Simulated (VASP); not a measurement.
Hf2S: single point with PBEsol

Crystal: Hf2S.

```
Hf S
1.0
     3.29633    0.00000    0.00000
    -1.64817    2.85471    0.00000
     0.00000    0.00000   11.76921
Hf S
4 2
Direct
  0.66667 0.33333 0.89862
  0.33333 0.66667 0.39862
  0.66667 0.33333 0.60138
  0.33333 0.66667 0.10138
  0.00000 0.00000 0.75000
  0.00000 0.00000 0.25000
```

This cell differs from its parent crystal: biaxial strain in the a-b plane: -1.5 %.

| Item | Value |
| --- | --- |
| Program | VASP 6.6.1 |
| Task | single point |
| Functional | PBEsol |
| Potentials or basis | VASP PAW PBE potentials, release 64 (Hf_pv, S) |
| Cutoff | 520 eV |
| k mesh | 12 × 12 × 4 |
| Occupations | gaussian, width 0.1 eV |
| Spin | no spin polarisation |

The pressure is 2.3 GPa and the largest force is 0.086 eV/Å. The band gap on the k mesh is zero (band 26 reaches 7.18 eV, above the bottom of band 27 at 6.08 eV).

Forces on the atoms (eV/Å):
```
Hf   0.000  0.000  0.086
Hf   0.000  0.000  0.086
Hf   0.000  0.000 -0.086
Hf   0.000  0.000 -0.086
S    0.000  0.000  0.000
S    0.000  0.000  0.000
```

Stress tensor (GPa, compression positive):
```
3.44 0.00 0.00
0.00 3.44 0.00
0.00 0.00 0.13
```

Levels at points of the mesh, in eV from the Fermi level:
| k point | band 22 | band 23 | band 24 | band 25 | band 26 | band 27 | band 28 | band 29 | band 30 | band 31 |
| --- | --- | --- | --- | --- | --- | --- | --- | --- | --- | --- |
| (0.00, 0.00, 0.00) | -3.13 | -1.60 | -0.19 | -0.15 | 0.58 | 0.58 | 0.64 | 0.64 | 0.97 | 0.97 |
| (0.50, 0.00, 0.00) | -2.52 | -1.76 | -1.40 | -1.16 | -0.68 | -0.53 | 0.89 | 0.98 | 2.83 | 3.36 |
| (0.00, 0.00, 0.50) | -3.22 | -1.22 | -1.22 | 0.51 | 0.51 | 0.51 | 0.51 | 1.30 | 1.30 | 1.71 |
| (0.50, 0.00, 0.50) | -2.46 | -1.82 | -1.82 | -0.90 | -0.90 | 0.25 | 0.25 | 1.57 | 1.57 | 4.01 |

It took 2.6 min on 1 thread of AMD EPYC 9R45 96-Core Processor (Zen 5), with other jobs on the host, peak memory 0.32 GiB.

Caveat: the cell differs from its parent crystal (biaxial strain in the a-b plane: -1.5 %); the PAW data sets were made with another functional, which shifts forces and pressure a little; spin-orbit coupling is left out, which moves the levels of the heavy elements.
